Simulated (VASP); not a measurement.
# BeTe (I-4m2) in VASP: settings compared, part 2 of 2

VASP 6.6.1. The steps go on from the part before.

## 3. Single point, r2SCAN (uniaxial x strain -4.8%)

Contents of POSCAR:

```
BeTe
1.0
    0.0000000000      2.8286236224      2.8286236224
    2.6922839638      0.0000000000      2.8286236224
    2.6922839638      2.8286236224      0.0000000000
Be Te
1 1
Direct
    0.0000000000      0.0000000000      0.0000000000
    0.2500000000      0.2500000000      0.2500000000
```

Contents of INCAR.step1:

```
SYSTEM = BeTe
PREC = Accurate
ENCUT = 520
ISMEAR = 0
SIGMA = 0.01
LREAL = .False.
LASPH = .True.
NELM = 100
NBANDS = 11
GGA = PE
ALGO = Normal
EDIFF = 1E-4
LWAVE = .True.
LCHARG = .False.
```

Contents of INCAR.step2:

```
SYSTEM = BeTe
PREC = Accurate
ENCUT = 520
EDIFF = 1E-6
ISMEAR = 0
SIGMA = 0.01
LREAL = .False.
LASPH = .True.
NELM = 100
ALGO = Normal
ISIF = 2
LWAVE = .False.
LCHARG = .False.
METAGGA = R2SCAN
LMIXTAU = .True.
NBANDS = 11
ISTART = 1
```

Contents of KPOINTS:

```
regular mesh
0
Gamma
  8 8 8
  0 0 0
```

Potentials or basis: VASP PAW PBE potentials, release 64 (Be, Te).

The run is started by

```bash
> cat potpaw_PBE.64/Be/POTCAR potpaw_PBE.64/Te/POTCAR > POTCAR
> cp INCAR.step1 INCAR
> mpirun -np 1 vasp_std > vasp.out
> cp INCAR.step2 INCAR
> mpirun -np 1 vasp_std > vasp.out
```

OUTCAR:

```text
SYSTEM = BeTe
   PREC = Accurate
   ENCUT = 520
   EDIFF = 1E-6
   ISMEAR = 0
   LREAL = .False.
   LASPH = .True.
   NELM = 100
   ISIF = 2
   METAGGA = R2SCAN
   ISTART = 1

 ion  position               nearest neighbor table
   1  0.000  0.000  0.000-   2 2.41   2 2.41   2 2.41   2 2.41
   2  0.250  0.250  0.250-   1 2.41   1 2.41   1 2.41   1 2.41

  LATTYP: Found a body centered tetragonal cell.
 ALAT       =     4.0002778896
 C/A-ratio  =     1.3460484687

  Lattice vectors:

 A1 = (  -2.6922839638,   0.0000000000,  -2.8286236224)
 A2 = (  -2.6922839638,   0.0000000000,   2.8286236224)
 A3 = (   2.6922839638,   2.8286236224,   0.0000000000)

Analysis of symmetry for initial positions (statically):
=====================================================================
 Subroutine PRICEL returns:
 Original cell was already a primitive cell.

 Routine SETGRP: Setting up the symmetry group for a
 body centered tetragonal supercell.

 Subroutine GETGRP returns: Found  8 space group operations
 (whereof  8 operations were pure point group operations)
 out of a pool of 16 trial point group operations.

The static configuration has the point symmetry D_2d.

Analysis of symmetry for dynamics (positions and initial velocities):
=====================================================================
 Subroutine PRICEL returns:
 Original cell was already a primitive cell.

 Routine SETGRP: Setting up the symmetry group for a
 body centered tetragonal supercell.

 Subroutine GETGRP returns: Found  8 space group operations
 (whereof  8 operations were pure point group operations)
 out of a pool of 16 trial point group operations.

The dynamic configuration has the point symmetry D_2d.

 Subroutine INISYM returns: Found  8 space group operations
 (whereof  8 operations are pure point group operations),
 and found     1 'primitive' translations

----------------------------------------------------------------------------------------

                                     Primitive cell

  volume of cell :      43.0825

  direct lattice vectors                    reciprocal lattice vectors
     0.000000000  2.828623622  2.828623622    -0.185715923  0.176764415  0.176764415
     2.692283964  0.000000000  2.828623622     0.185715923 -0.176764415  0.176764415
     2.692283964  2.828623622  0.000000000     0.185715923  0.176764415 -0.176764415

  length of vectors
     4.000277890  3.905061400  3.905061400     0.311418883  0.311418883  0.311418883

  position of ions in fractional coordinates (direct lattice)
     0.000000000  0.000000000  0.000000000
     0.250000000  0.250000000  0.250000000

  ion indices of the primitive-cell ions
   primitive index   ion index
                 1           1
                 2           2

----------------------------------------------------------------------------------------

 KPOINTS: regular mesh

Automatic generation of k-mesh.
 Grid dimensions read from file:
 generate k-points for:    8    8    8

 Generating k-lattice:

  Cartesian coordinates                     Fractional coordinates (reciprocal lattice)
    -0.023214490  0.022095552  0.022095552     0.125000000 -0.000000000 -0.000000000
     0.023214490 -0.022095552  0.022095552     0.000000000  0.125000000  0.000000000
     0.023214490  0.022095552 -0.022095552     0.000000000  0.000000000  0.125000000

[... 39 lines left out ...]
   number of dos      NEDOS =    301   number of ions     NIONS =      2
   total plane-waves  NPLWV =  27000
   dimension x,y,z NGX =    30 NGY =   30 NGZ =   30
   dimension x,y,z NGXF=    60 NGYF=   60 NGZF=   60
   ions per type =               1   1
   NGX,Y,Z   is equivalent  to a cutoff of  12.47, 12.77, 12.77 a.u.
   NGXF,Y,Z  is equivalent  to a cutoff of  24.94, 25.54, 25.54 a.u.
 SYSTEM =  BeTe
   PREC   = accura    normal or accurate (medium, high low for compatibility)
   ISTART =      1    job   : 0-new  1-cont  2-samecut
   ICHARG =      0    charge: 1-file 2-atom 10-const
   ISPIN  =      1    spin polarized calculation?
   LNONCOLLINEAR =      F non collinear calculations
   LSORBIT =      F    spin-orbit coupling
   LASPH  =      T    aspherical Exc in radial PAW
   ENCUT  =  520.0 eV  38.22 Ry    6.18 a.u.   7.44  7.26  7.26*2*pi/ulx,y,z
   NELM   =    100;   NELMIN=  2; NELMDL=  0     # of ELM steps
   EDIFF  = 0.1E-05   stopping-criterion for ELM
   LREAL  =      F    real-space projection
   EDIFFG = 0.1E-04   stopping-criterion for IOM
   NSW    =      0    number of steps for IOM
   IBRION =     -1    ionic relax: 0-MD 1-quasi-New 2-CG
   NFREE  =      0    steps in history (QN), initial steepest desc. (CG)
   ISIF   =      2    stress and relaxation
   ISYM   =      2    0-nonsym 1-usesym 2-fastsym
   POTIM  = 0.5000    time-step for ionic-motion
   TEBEG  =    0.0;   TEEND  =   0.0 temperature during run
   PSTRESS=    0.0 pullay stress
   NELECT =       8.0000    total number of electrons
   NUPDOWN=      -1.0000    fix difference up-down
   EMIN   =  10.00;   EMAX   =-10.00  energy-range for DOS
   EFERMI =   0.00;   METHOD = LEGACY
   ISMEAR =     0;   SIGMA  =   0.01  broadening in eV -4-tet -1-fermi 0-gaus
   EFERMI_NEDOS =   21; number of points for ismear=-14 and -15
   IALGO  =     38    algorithm
   IMIX   =      4    mixing-type and parameters
     AMIX     =   0.40;   BMIX     =  1.00
     AMIX_MAG =   1.60;   BMIX_MAG =  1.00
  volume/ion in A,a.u.               =      21.54       145.37
  Fermi-wavevector in a.u.,A,eV,Ry     =   0.933980  1.764967 11.868626  0.872319
  Thomas-Fermi vector in A             =   2.060738
   LORBIT       =      0    0 simple, 1 ext, 2 COOP (PROOUT), +10 PAW based schemes
   METAGGA = R2SCAN    functional components
   LHFCALC =     F    Hartree Fock is set to
   AEXX    =    0.0000 exact exchange contribution
   IVDW    =     0    specifies the selected vdW correction
   LEPSILON=     F    determine dielectric tensor
   LRPA    =     F    only Hartree local field effects (RPA)
 non-spin polarized calculation
 Gauss-broadening in eV      SIGMA  =   0.01
  energy-cutoff  :      520.00
  volume of cell :       43.08
 maximum number of plane-waves:      1194
 NGX is ok and might be reduce to    30
   NGX = 15   NGY = 15   NGZ = 15

 number of electron       7.9999999 magnetization

 Free energy of the ion-electron system (eV)
  ---------------------------------------------------
  ext. energy  EPLUGINS =         0.00000000
  ---------------------------------------------------
  free energy    TOTEN  =       -30.64761173 eV

  energy without entropy =      -30.64761173  energy(sigma->0) =      -30.64761173

 E-fermi :   5.6524     XC(G=0):  -9.6320

 val. band max:        5.5286118591   @ k =   0.0000   0.0000   0.0000
 cond. band min:       7.3640355053   @ k =   0.0000   0.5000   0.5000
 fundamental gap:      1.8354236462
 Fermi energy:         5.6523864062

 k-point     1 :       0.0000    0.0000    0.0000
  band No.  band energies     occupation
      1      -7.6871      2.00000
      2       5.2662      2.00000
      3       5.2662      2.00000
      4       5.5286      2.00000
      5       9.2855      0.00000
      6       9.3792      0.00000
      7       9.3792      0.00000
      8      10.1399      0.00000
      9      14.4727      0.00000
     10      15.6682      0.00000
     11      16.5772      0.00000
[... 309 lines left out ...]
 k-point    24 :       0.3750    0.1250    0.1250
  band No.  band energies     occupation
      1      -6.7571      2.00000
      2       1.2746      2.00000
      3       3.4664      2.00000
      4       4.3714      2.00000
      5       9.5980      0.00000
      6      10.4091      0.00000
      7      10.9687      0.00000
      8      12.9918      0.00000
      9      14.1241      0.00000
     10      16.1167      0.00000
     11      17.1033      0.00000

 [... further k-points ...]

------------------------ aborting loop because EDIFF is reached ----------------------------------------

  FORCE on cell =-STRESS in cart. coord.  units (eV):
  Direction    XX          YY          ZZ          XY          YZ          ZX
  --------------------------------------------------------------------------------------
  -------------------------------------------------------------------------------------
  Total        1.4428003      0.6608433      0.6608433      0.0000000      0.0000000      0.0000000
  in kB       53.6556686     24.5758114     24.5758114      0.0000000      0.0000000      0.0000000
  external PRESSURE =      34.2690971 kB  Pullay stress =       0.0000000 kB

 VOLUME and BASIS-vectors are now :
 -----------------------------------------------------------------------------
  energy-cutoff  :      520.00
  volume of cell :       43.08
      direct lattice vectors                 reciprocal lattice vectors
     0.000000000  2.828623622  2.828623622    -0.185715923  0.176764415  0.176764415
     2.692283964  0.000000000  2.828623622     0.185715923 -0.176764415  0.176764415
     2.692283964  2.828623622  0.000000000     0.185715923  0.176764415 -0.176764415

 POSITION                                       TOTAL-FORCE (eV/Angst)
 -----------------------------------------------------------------------------------
      0.00000      0.00000      0.00000         0.000000     -0.000000     -0.000000
      1.34614      1.41431      1.41431        -0.000000      0.000000      0.000000
 -----------------------------------------------------------------------------------
    total drift:                                0.000000      0.000000     -0.000000

  FREE ENERGIE OF THE ION-ELECTRON SYSTEM (eV)
  ---------------------------------------------------
  free  energy   TOTEN  =       -30.6476117320 eV

  energy  without entropy=      -30.6476117320  energy(sigma->0) =      -30.64761173
```

OUTCAR.step1:

```text
SYSTEM = BeTe
   PREC = Accurate
   ENCUT = 520
   ISMEAR = 0
   LREAL = .False.
   LASPH = .True.
[... 559 lines left out ...]
      0.00000      0.00000      0.00000        -0.000000      0.000000      0.000000
      1.34614      1.41431      1.41431         0.000000     -0.000000     -0.000000
 -----------------------------------------------------------------------------------
    total drift:                                0.000000      0.000000      0.000000

  FREE ENERGIE OF THE ION-ELECTRON SYSTEM (eV)
  ---------------------------------------------------
  free  energy   TOTEN  =        -7.5862739117 eV

  energy  without entropy=       -7.5862739117  energy(sigma->0) =       -7.58627391
```

OSZICAR.step1:

```text
N       E                     dE             d eps       ncg     rms          rms(c)
DAV:   1     0.193409041569E+02    0.19341E+02   -0.33086E+03  1298   0.589E+02
DAV:   2    -0.664225397534E+01   -0.25983E+02   -0.24864E+02  1696   0.919E+01
DAV:   3    -0.773558132361E+01   -0.10933E+01   -0.10913E+01  1715   0.200E+01
DAV:   4    -0.774708641339E+01   -0.11505E-01   -0.11504E-01  1556   0.232E+00
DAV:   5    -0.774730580959E+01   -0.21940E-03   -0.21939E-03  1687   0.308E-01    0.437E+00
DAV:   6    -0.762182742163E+01    0.12548E+00   -0.15268E-01  1528   0.160E+00    0.261E+00
DAV:   7    -0.758542532724E+01    0.36402E-01   -0.11734E-01  1579   0.150E+00    0.541E-01
DAV:   8    -0.758596595787E+01   -0.54063E-03   -0.68675E-03  1475   0.482E-01    0.876E-02
DAV:   9    -0.758621085786E+01   -0.24490E-03   -0.35309E-04  1592   0.111E-01    0.348E-02
DAV:  10    -0.758627391171E+01   -0.63054E-04   -0.81892E-05  1438   0.472E-02
   1 F= -.75862739E+01 E0= -.75862739E+01  d E =-.749675E-21
```

Wall time 67 s (1 thread of Intel Xeon Platinum 8488C (Sapphire Rapids), shared host); peak memory 0.18 GiB.

Results:

* Free energy: -30.6476 eV
* Pressure: 3.4 GPa
* Band gap on the k mesh: 1.84 eV, indirect (least direct gap 3.76 eV)

Stress tensor (GPa, compression positive):
```
5.37 0.00 0.00
0.00 2.46 0.00
0.00 0.00 2.46
```

Levels at points of the mesh, in eV from the valence-band top:
| k point | band 1 | band 2 | band 3 | band 4 | band 5 | band 6 | band 7 | band 8 |
| --- | --- | --- | --- | --- | --- | --- | --- | --- |
| (0.00, 0.00, 0.00) | -13.22 | -0.26 | -0.26 | 0.00 | 3.76 | 3.85 | 3.85 | 4.61 |
| (0.50, 0.00, 0.00) | -11.67 | -6.18 | -1.63 | -1.19 | 3.38 | 4.64 | 5.10 | 8.32 |
| (0.50, 0.50, 0.00) | -11.17 | -5.82 | -2.98 | -2.88 | 2.20 | 2.92 | 10.35 | 10.64 |
| (0.00, 0.50, 0.50) | -10.95 | -5.52 | -3.30 | -3.30 | 1.84 | 2.48 | 10.65 | 10.65 |

Caveat: the cell differs from its parent crystal (uniaxial x strain -4.8%); the PAW data sets were made with another functional, which shifts forces and pressure a little; spin-orbit coupling is left out, which moves the levels of the heavy elements. A k mesh can miss the band edges.

## 4. Single point, HSE06 (uniaxial x strain -4.8%)

POSCAR is that of step 3.

Contents of INCAR.step1:

```
  PREC = Accurate
  ENCUT = 520
  EDIFF = 1E-5
  ISMEAR = 0
  SIGMA = 0.01
  LREAL = False
  LASPH = True
  NELM = 80
  ALGO = Normal
  ISIF = 2
  LWAVE = True
  LCHARG = False
  GGA = PE
  NBANDS = 11
```

Contents of INCAR.step2:

```
  PREC = Accurate
  ENCUT = 520
  EDIFF = 1E-6
  ISMEAR = 0
  SIGMA = 0.01
  LREAL = False
  LASPH = True
  NELM = 80
  ALGO = Normal
  ISIF = 2
  LWAVE = False
  LCHARG = False
  GGA = PE
  LHFCALC = True
  HFSCREEN = 0.2079
  PRECFOCK = Normal
  ISTART = 1
  NBANDS = 11
```

Contents of KPOINTS:

```
regular mesh
0
Gamma
  6 6 6
```

The run is started by

```bash
> cat potpaw_PBE.64/Be/POTCAR potpaw_PBE.64/Te/POTCAR > POTCAR
> cp INCAR.step1 INCAR
> mpirun -np 1 vasp_std > vasp.out
> cp INCAR.step2 INCAR
> mpirun -np 1 vasp_std > vasp.out
```

Wall time 15 min (1 thread of Intel Xeon Platinum 8488C (Sapphire Rapids), shared host); peak memory 0.3 GiB.

It converged, with:

```yaml
Free_energy: -8.7294 eV
Pressure: 2.2 GPa
Band_gap_on_the_k_mesh: 2.14 eV, indirect (least direct gap 4.21 eV)
```

Stress tensor (GPa, compression positive):
```
4.17 0.00 0.00
0.00 1.17 0.00
0.00 0.00 1.17
```

Levels at points of the mesh, in eV from the valence-band top:
```tsv
k point	band 1	band 2	band 3	band 4	band 5	band 6	band 7	band 8
(0.00, 0.00, 0.00)	-13.89	-0.26	-0.26	0.00	4.21	4.31	4.31	4.67
(0.50, 0.00, 0.00)	-12.27	-6.53	-1.69	-1.24	3.67	5.10	5.56	8.68
(0.50, 0.50, 0.00)	-11.74	-6.15	-3.12	-3.01	2.49	3.30	10.88	11.13
(0.00, 0.50, 0.50)	-11.52	-5.84	-3.45	-3.45	2.14	2.86	11.16	11.16
```

Caveat: the cell differs from its parent crystal (uniaxial x strain -4.8%); the PAW data sets were made with another functional, which shifts forces and pressure a little; spin-orbit coupling is left out, which moves the levels of the heavy elements. A k mesh can miss the band edges.

## 5. The runs side by side

| level | k mesh | smearing | grid for exact exchange (PRECFOCK) | screening parameter | gap on the mesh (eV) | pressure (GPa) |
| --- | --- | --- | --- | --- | --- | --- |
| PBE | 8 × 8 × 8 | fermi-dirac 0.02 eV | - | - | 1.49 | 3.5 |
| r2SCAN | 8 × 8 × 8 | gaussian 0.01 eV | - | - | 1.84 | 3.4 |
| HSE06 | 6 × 6 × 6 | gaussian 0.01 eV | Normal | 0.2079 1/Å | 2.14 | 2.2 |

Alike in all rows: task single point; potentials or basis VASP PAW PBE potentials, release 64 (Be, Te); no spin polarisation; cell as given; cutoff (eV) 520.

Caveats: spin-orbit coupling is left out, which moves the levels of the heavy elements; the PAW data sets were made with another functional, which shifts forces and pressure a little (some runs).

Absolute energies hang on the potentials; compare differences alone.
